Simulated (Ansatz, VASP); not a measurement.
**Ti in VASP and in Ansatz**

INCAR

```
PREC = Accurate ; ENCUT = 520
EDIFF = 1E-7 ; ISMEAR = -1
SIGMA = 0.05 ; LREAL = False
LASPH = True ; NELM = 80
ALGO = Normal ; ISIF = 2
LWAVE = False ; LCHARG = False
GGA = CA ; NBANDS = 12
```

The input KPOINTS:

```
Automatic mesh
0
Gamma
  15 15 15
```

Contents of POSCAR:

```
Ti
1.0
    1.8789158486      0.0000000000      0.0000000000
    0.0000000000      1.8789158486      0.0000000000
    0.0000000000      0.0000000000      1.8789158486
Ti
1
Direct
    0.0000000000      0.0000000000      0.0000000000
```

Input for Ansatz:

```yaml
crystal:
  lattice:
    - [1.8789158486, 0.0, 0.0]
    - [0.0, 1.8789158486, 0.0]
    - [0.0, 0.0, 1.8789158486]
  atoms:
    - { symbol: Ti, position: [0.0, 0.0, 0.0] }
kpoints:
  mp_grid: { grid: [15, 15, 15] }
  band_path:
    path:
      - [0.0, 0.0, 0.0]
      - [0.0, 0.5, 0.0]
      - [0.5, 0.5, 0.0]
      - [0.0, 0.0, 0.0]
      - [0.5, 0.5, 0.5]
      - [0.0, 0.5, 0.0]
      - [0.5, 0.5, 0.5]
      - [0.5, 0.5, 0.0]
    npoints: 8
scf:
  occupations: { method: fermi_dirac, width: 0.05 }
hamiltonian:
  xc: lda
  pseudopotentials: { kind: paw }
output:
  forces: true
  stress: true
  eigenvalues: true
  populations: true
  dos: { projected: true, de: 0.2, e_range: [-14, 8] }
```

Change from the starting cell: volume scaled by 0.4, PAW files.

Alike in both runs: task single point; functional LDA; k mesh 15 × 15 × 15; occupations fermi-dirac, width 0.05 eV; no spin polarisation.

|  | VASP | Ansatz |
| --- | --- | --- |
| version | VASP 6.6.1 | Ansatz 0.2.0 |
| potentials or method | VASP PAW LDA potentials, release 64 (Ti_sv) | PAW with Ansatz's default frozen-core files, scalar-relativistic |
| plane-wave cutoff (eV) | 520 | 420 |
| valence electrons in the cell | 12 | 12 |

```tsv
	VASP	Ansatz	Ansatz less VASP
pressure (GPa)	530.6	481.6	-49.03
```

LDA's correlation is that of Perdew and Zunger in VASP and of Perdew and Wang (1992) in Ansatz. Both programs put the cell under a high pressure, so it lies far from rest at this level.

Noted on VASP's run: the cell as given lies far from equilibrium.
